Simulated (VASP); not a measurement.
Wanted: the native input for a VASP 6.6.1 run.

| Property | Result |
| --- | --- |
| Task | single point |
| Functional | PBE |
| Potentials or basis | VASP PAW PBE potentials, release 64 (Ti_sv, C) |
| Cutoff | 520 eV |
| k mesh | 14 × 14 × 14 |
| Occupations | fermi-dirac, width 0.03 eV |
| Spin | no spin polarisation |
| Dipole correction | no |
| Further INCAR settings | ALGO = Normal; EDIFF = 1e-06; NBANDS = 15 |

The structure of TiC (rocksalt type) lies in POSCAR:

```
TiC
1.0
    0.0000000000      2.2019700150      2.2019700150
    2.2019700150      0.0000000000      2.2019700150
    2.2019700150      2.2019700150      0.0000000000
Ti C
1 1
Direct
    0.0000000000      0.0000000000      0.0000000000
    0.5000000000      0.5000000000      0.5000000000
```

This cell differs from its parent crystal: volume scaled by 1.05.

These files were run (other wordings do the same):

INCAR

```
  PREC = Accurate
  ENCUT = 520
  EDIFF = 1E-6
  ISMEAR = -1
  SIGMA = 0.03
  LREAL = False
  LASPH = True
  NELM = 80
  ALGO = Normal
  ISIF = 2
  LWAVE = False
  LCHARG = False
  GGA = PE
  NBANDS = 15
```

KPOINTS

```
Automatic mesh
0
Gamma
  14 14 14
```

Potentials or basis: VASP PAW PBE potentials, release 64 (Ti_sv, C).

Launch:

```sh
$ cat potpaw_PBE.64/Ti_sv/POTCAR potpaw_PBE.64/C/POTCAR > POTCAR
$ mpirun -np 1 vasp_std > vasp.out
```

Results of the run:

```json
{
  "Pressure": "-10.8 GPa",
  "Band gap on the k mesh": "zero (band 8 reaches 9.51 eV, above the bottom of band 9 at 8.44 eV)"
}
```

It took 12 s on 1 thread of Intel(R) Xeon(R) 6975P-C (Granite Rapids), on a shared host, peak memory 0.15 GiB.
